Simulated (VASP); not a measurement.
# Ru: single point with PBE

Ru:

```
Ru
1.0
     0.10002    2.05035    2.05035
     2.05035    0.10002    2.05035
     2.05035    2.05035    0.10002
Ru
1
Cartesian
  0.0000 0.0000 0.0000
```

```json
{
  "Program": "VASP 6.6.1",
  "Task": "single point",
  "Functional": "PBE",
  "Potentials or basis": "VASP PAW PBE potentials, release 64 (Ru_pv)",
  "Cutoff": "520 eV",
  "k mesh": "20 × 20 × 20",
  "Occupations": "gaussian, width 0.15 eV",
  "Spin": "no spin polarisation",
  "Dipole correction": "no",
  "Further INCAR settings": "ALGO = Fast; EDIFF = 1e-06; NBANDS = 13"
}
```

- Pressure: -29.5 GPa
- Band gap on the k mesh: zero (band 7 reaches 11.69 eV, above the bottom of band 8 at 9.03 eV)

Stress tensor (GPa, compression positive):
```
-29.50  -6.68  -6.68
 -6.68 -29.50  -6.68
 -6.68  -6.68 -29.50
```

Levels at points of the mesh, in eV from the Fermi level:
| k point | band 3 | band 4 | band 5 | band 6 | band 7 | band 8 | band 9 | band 10 | band 11 | band 12 |
| --- | --- | --- | --- | --- | --- | --- | --- | --- | --- | --- |
| (0.00, 0.00, 0.00) | -42.36 | -6.96 | -2.59 | -1.83 | -1.83 | -0.06 | -0.06 | 10.76 | 14.92 | 18.66 |
| (0.50, 0.00, 0.00) | -42.49 | -4.94 | -2.61 | -1.68 | 1.02 | 1.21 | 1.66 | 8.58 | 10.76 | 14.40 |
| (0.50, 0.50, 0.00) | -42.58 | -5.08 | -4.68 | 1.15 | 1.66 | 1.85 | 3.26 | 10.76 | 11.50 | 11.58 |
| (0.50, 0.50, 0.50) | -42.42 | -5.03 | -2.01 | -2.01 | 0.33 | 1.19 | 1.19 | 7.18 | 10.76 | 15.16 |

Run time: 100 s on 1 thread of AMD EPYC 9R45 96-Core Processor (Zen 5) (shared host), peak memory 0.23 GiB.
